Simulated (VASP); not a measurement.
# PbO (P4/nmm) in VASP: notebook

PbO is run at these levels: LDA; tasks: electric field gradients.

All numbers are computed with VASP 6.6.1; they aren't measurements. Logs are shortened: lines on timing, memory, paths and dates and some standing lists are left out, and cuts for length are marked.

**1. The cell of the first run**

The structure is tetragonal, space group P4/nmm (No. 129). Conventional cell: a = 3.974 Å, b = 3.974 Å, c = 5.022 Å, α = 90.00°, β = 90.00°, γ = 90.00°. Pb (site symmetry 4mm) has 4 O at 2.31 Å within 3.1 Å. Within 3.1 Å of O (site symmetry -4m2) lie 4 Pb at 2.31 Å and 4 O at 2.81 Å.

**2. Electric field gradients, LDA**

INCAR reads:

```
SYSTEM = PbO
  PREC = Accurate
  ENCUT = 910
  EDIFF = 1E-8
  ISMEAR = -1
  SIGMA = 0.03
  LREAL = .FALSE.
  LASPH = .TRUE.
  NELM = 120
  ALGO = Normal
  ISIF = 2
  LWAVE = .FALSE.
  LCHARG = .FALSE.
  LEFG = .TRUE.
  NBANDS = 28
  GGA_COMPAT = .FALSE.
```

KPOINTS reads:

```
regular mesh
0
G
  7 7 6
  0 0 0
```

POSCAR reads:

```
PbO
1.0
    3.9744000000      0.0000000000      0.0000000000
    0.0000000000      3.9744000000      0.0000000000
    0.0000000000      0.0000000000      5.0220000000
Pb O
2 2
Direct
    0.0000000000      0.5000000000      0.2351000000
    0.5000000000      0.0000000000      0.7649000000
    0.0000000000      0.0000000000      0.0000000000
    0.5000000000      0.5000000000      0.0000000000
```

Potentials or basis: VASP PAW LDA potentials, release 64 (Pb_d, O_h).

The run is started by

```bash
$ cat potpaw_LDA.64/Pb_d/POTCAR potpaw_LDA.64/O_h/POTCAR > POTCAR
$ mpirun -np 1 vasp_std > vasp.out
```

OUTCAR:

```text
SYSTEM = PbO
   PREC = Accurate
   ENCUT = 910
   EDIFF = 1E-8
   ISMEAR = -1
   LREAL = .FALSE.
   LASPH = .TRUE.
   NELM = 120
   ISIF = 2

 ion  position               nearest neighbor table
   1  0.000  0.500  0.235-   3 2.31   4 2.31   3 2.31   4 2.31   2 3.67   2 3.67   2 3.67   2 3.67
                             2 3.87   2 3.87   2 3.87   2 3.87
   2  0.500  0.000  0.765-   3 2.31   4 2.31   4 2.31   3 2.31   1 3.67   1 3.67   1 3.67   1 3.67
                             1 3.87   1 3.87   1 3.87   1 3.87
   3  0.000  0.000  0.000-   1 2.31   2 2.31   1 2.31   2 2.31
   4  0.500  0.500  0.000-   1 2.31   2 2.31   2 2.31   1 2.31

  LATTYP: Found a simple tetragonal cell.
 ALAT       =     3.9744000000
 C/A-ratio  =     1.2635869565

  Lattice vectors:

 A1 = (   3.9744000000,   0.0000000000,   0.0000000000)
 A2 = (   0.0000000000,   3.9744000000,   0.0000000000)
 A3 = (   0.0000000000,   0.0000000000,   5.0220000000)

Analysis of symmetry for initial positions (statically):
=====================================================================
 Subroutine PRICEL returns:
 Original cell was already a primitive cell.

 Routine SETGRP: Setting up the symmetry group for a
 simple tetragonal supercell.

 Subroutine GETGRP returns: Found 16 space group operations
 (whereof  8 operations were pure point group operations)
 out of a pool of 16 trial point group operations.

The static configuration has the point symmetry D_2d.
 The point group associated with its full space group is D_4h.

Analysis of symmetry for dynamics (positions and initial velocities):
=====================================================================
 Subroutine PRICEL returns:
 Original cell was already a primitive cell.

 Routine SETGRP: Setting up the symmetry group for a
 simple tetragonal supercell.

 Subroutine GETGRP returns: Found 16 space group operations
 (whereof  8 operations were pure point group operations)
 out of a pool of 16 trial point group operations.

The dynamic configuration has the point symmetry D_2d.
 The point group associated with its full space group is D_4h.

 Subroutine INISYM returns: Found 16 space group operations
 (whereof  8 operations are pure point group operations),
 and found     1 'primitive' translations

----------------------------------------------------------------------------------------

                                     Primitive cell

  volume of cell :      79.3268

  direct lattice vectors                    reciprocal lattice vectors
     3.974400000  0.000000000  0.000000000     0.251610306  0.000000000  0.000000000
     0.000000000  3.974400000  0.000000000     0.000000000  0.251610306  0.000000000
     0.000000000  0.000000000  5.022000000     0.000000000  0.000000000  0.199123855

  length of vectors
     3.974400000  3.974400000  5.022000000     0.251610306  0.251610306  0.199123855

  position of ions in fractional coordinates (direct lattice)
     0.000000000  0.500000000  0.235100000
     0.500000000  0.000000000  0.764900000
     0.000000000  0.000000000  0.000000000
     0.500000000  0.500000000  0.000000000

  ion indices of the primitive-cell ions
   primitive index   ion index
                 1           1
                 2           2
                 3           3
                 4           4

----------------------------------------------------------------------------------------

 KPOINTS: regular mesh

Automatic generation of k-mesh.
 Grid dimensions read from file:
 generate k-points for:    7    7    6

 Generating k-lattice:

  Cartesian coordinates                     Fractional coordinates (reciprocal lattice)
     0.035944329  0.000000000  0.000000000     0.142857143  0.000000000  0.000000000
     0.000000000  0.035944329  0.000000000     0.000000000  0.142857143  0.000000000
     0.000000000  0.000000000  0.033187309     0.000000000  0.000000000  0.166666667

  Length of vectors
     0.035944329  0.035944329  0.033187309

  Shift w.r.t. Gamma in fractional coordinates (k-lattice)
[... 42 lines left out ...]
 SYSTEM =  PbO
   PREC   = accura    normal or accurate (medium, high low for compatibility)
   ISTART =      0    job   : 0-new  1-cont  2-samecut
   ICHARG =      2    charge: 1-file 2-atom 10-const
   ISPIN  =      1    spin polarized calculation?
   LNONCOLLINEAR =      F non collinear calculations
   LSORBIT =      F    spin-orbit coupling
   LASPH  =      T    aspherical Exc in radial PAW
   ENCUT  =  910.0 eV  66.88 Ry    8.18 a.u.   9.78  9.78 12.35*2*pi/ulx,y,z
   NELM   =    120;   NELMIN=  2; NELMDL= -5     # of ELM steps
   EDIFF  = 0.1E-07   stopping-criterion for ELM
   LREAL  =      F    real-space projection
   EDIFFG = 0.1E-06   stopping-criterion for IOM
   NSW    =      0    number of steps for IOM
   IBRION =     -1    ionic relax: 0-MD 1-quasi-New 2-CG
   NFREE  =      0    steps in history (QN), initial steepest desc. (CG)
   ISIF   =      2    stress and relaxation
   ISYM   =      2    0-nonsym 1-usesym 2-fastsym
   POTIM  = 0.5000    time-step for ionic-motion
   TEBEG  =    0.0;   TEEND  =   0.0 temperature during run
   PSTRESS=    0.0 pullay stress
   NELECT =      40.0000    total number of electrons
   NUPDOWN=      -1.0000    fix difference up-down
   EMIN   =  10.00;   EMAX   =-10.00  energy-range for DOS
   EFERMI =   0.00;   METHOD = LEGACY
   ISMEAR =    -1;   SIGMA  =   0.03  broadening in eV -4-tet -1-fermi 0-gaus
   EFERMI_NEDOS =   21; number of points for ismear=-14 and -15
   IALGO  =     38    algorithm
   IMIX   =      4    mixing-type and parameters
     AMIX     =   0.40;   BMIX     =  1.00
     AMIX_MAG =   1.60;   BMIX_MAG =  1.00
  volume/ion in A,a.u.               =      19.83       133.83
  Fermi-wavevector in a.u.,A,eV,Ry     =   1.303031  2.462372 23.101207  1.697891
  Thomas-Fermi vector in A             =   2.434060
   LORBIT       =      0    0 simple, 1 ext, 2 COOP (PROOUT), +10 PAW based schemes
   GGA     = CA    functional components
   LHFCALC =     F    Hartree Fock is set to
   AEXX    =    0.0000 exact exchange contribution
   IVDW    =     0    specifies the selected vdW correction
   LEPSILON=     F    determine dielectric tensor
   LRPA    =     F    only Hartree local field effects (RPA)
 non-spin polarized calculation
  energy-cutoff  :      910.00
  volume of cell :       79.33
 maximum number of plane-waves:      4966
 NGX is ok and might be reduce to    40
   NGX = 19   NGY = 19   NGZ = 25

 number of electron      39.9999999 magnetization

 Free energy of the ion-electron system (eV)
  ---------------------------------------------------
  ext. energy  EPLUGINS =         0.00000000
  ---------------------------------------------------
  free energy    TOTEN  =       -24.40750853 eV

  energy without entropy =      -24.40750853  energy(sigma->0) =      -24.40750853

 E-fermi :   5.7048     XC(G=0): -10.3021

 val. band max:        5.0450908893   @ k =   0.1429   0.0000   0.0000
 cond. band min:       6.4902546370   @ k =   0.4286   0.4286   0.0000
 fundamental gap:      1.4451637477
 Fermi energy:         5.7048283237

 k-point     1 :       0.0000    0.0000    0.0000
  band No.  band energies     occupation
      1     -13.1709      2.00000
      2     -12.6497      2.00000
      3     -10.9114      2.00000
      4     -10.9114      2.00000
      5     -10.8401      2.00000
      6     -10.8282      2.00000
[... 733 lines left out ...]
     27      14.2869      0.00000
     28      15.0424      0.00000

 [... further k-points ...]

------------------------ aborting loop because EDIFF is reached ----------------------------------------

  FORCE on cell =-STRESS in cart. coord.  units (eV):
  Direction    XX          YY          ZZ          XY          YZ          ZX
  --------------------------------------------------------------------------------------
  -------------------------------------------------------------------------------------
  Total       -0.9457047     -0.9457047     -0.6999394      0.0000000      0.0000000      0.0000000
  in kB      -19.1005669    -19.1005669    -14.1368012      0.0000000      0.0000000      0.0000000
  external PRESSURE =     -17.4459784 kB  Pullay stress =       0.0000000 kB

 VOLUME and BASIS-vectors are now :
 -----------------------------------------------------------------------------
  energy-cutoff  :      910.00
  volume of cell :       79.33
      direct lattice vectors                 reciprocal lattice vectors
     3.974400000  0.000000000  0.000000000     0.251610306  0.000000000  0.000000000
     0.000000000  3.974400000  0.000000000     0.000000000  0.251610306  0.000000000
     0.000000000  0.000000000  5.022000000     0.000000000  0.000000000  0.199123855

 POSITION                                       TOTAL-FORCE (eV/Angst)
 -----------------------------------------------------------------------------------
      0.00000      1.98720      1.18067         0.000000     -0.000000     -0.103316
      1.98720      0.00000      3.84133        -0.000000      0.000000      0.103316
      0.00000      0.00000      0.00000        -0.000000      0.000000      0.000000
      1.98720      1.98720      0.00000         0.000000      0.000000      0.000000
 -----------------------------------------------------------------------------------
    total drift:                               -0.000000      0.000000     -0.000000

  FREE ENERGIE OF THE ION-ELECTRON SYSTEM (eV)
  ---------------------------------------------------
  free  energy   TOTEN  =       -24.4075085294 eV

  energy  without entropy=      -24.4075085294  energy(sigma->0) =      -24.40750853

 Electric field gradients (V/A^2)
---------------------------------------------------------------------
 ion       V_xx      V_yy      V_zz      V_xy      V_xz      V_yz
---------------------------------------------------------------------
   1     112.753   112.753  -225.506     0.000    -0.000     0.000
   2     112.753   112.753  -225.506    -0.000    -0.000     0.000
   3       1.442     1.442    -2.884     0.000     0.000     0.000
   4       1.442     1.442    -2.884     0.000     0.000     0.000
---------------------------------------------------------------------

 Electric field gradients after diagonalization (V/A^2)
 (convention: |V_zz| > |V_xx| > |V_yy|)
----------------------------------------------------------------------
 ion       V_xx      V_yy      V_zz     asymmetry (V_yy - V_xx)/ V_zz
----------------------------------------------------------------------
   1     112.753   112.753  -225.506       0.000
   2     112.753   112.753  -225.506       0.000
   3       1.442     1.442    -2.884       0.000
   4       1.442     1.442    -2.884       0.000
----------------------------------------------------------------------

           NMR quadrupolar parameters

 Cq : quadrupolar parameter    Cq=e*Q*V_zz/h
 eta: asymmetry parameters     (V_yy - V_xx)/ V_zz
 Q  : nuclear electric quadrupole moment in mb (millibarn)
----------------------------------------------------------------------
 ion       Cq(MHz)       eta       Q (mb)
----------------------------------------------------------------------
   1      -0.545       0.000       1.000
   2      -0.545       0.000       1.000
   3      -0.007       0.000       1.000
   4      -0.007       0.000       1.000
----------------------------------------------------------------------
```

Wall time 1.7 min (1 thread of Intel Xeon 6975P-C (Granite Rapids), shared host); peak memory 0.33 GiB.

What came out:

| Quantity | Value |
| --- | --- |
| Free energy | -24.4075 eV |
| Pressure | -1.7 GPa |
| Largest force | 0.103 eV/Å |
| Band gap on the k mesh | 1.45 eV (least direct gap 2.22 eV) |
| Largest electric field gradient by atom | Pb -225.5; O -2.9 V/Å² |

Forces on the atoms (eV/Å):
```
Pb   0.000  0.000 -0.103
Pb   0.000  0.000  0.103
O    0.000  0.000  0.000
O    0.000  0.000  0.000
```

Levels at points of the mesh, in eV from the valence-band top:
```tsv
k point	band 16	band 17	band 18	band 19	band 20	band 21	band 22	band 23	band 24	band 25
(0.00, 0.00, 0.00)	-4.38	-1.74	-1.72	-1.72	-0.01	2.30	5.28	5.64	5.64	6.50
(0.00, 0.00, 0.50)	-4.22	-1.78	-1.75	-1.75	-0.95	1.80	3.96	3.96	4.21	8.64
```

Electric field gradients, principal values (V/Å²):
| atom | least | middle | greatest (by size) |
| --- | --- | --- | --- |
| 1 Pb | 112.753 | 112.753 | -225.506 |
| 2 Pb | 112.753 | 112.753 | -225.506 |
| 3 O | 1.442 | 1.442 | -2.884 |
| 4 O | 1.442 | 1.442 | -2.884 |

Caveat: the cutoff is under 1.25 times the usual one of these potentials, so pressure, stress and relaxed cells hold a basis-set (Pulay) error; without QUAD_EFG the Cq values of the log hold for a quadrupole moment of 1 mb, not for the nuclei; spin-orbit coupling is left out, which moves the levels of the heavy elements; an odd mesh through Γ misses points on the zone boundary, where band edges can lie.

[end of part 1 of 2]
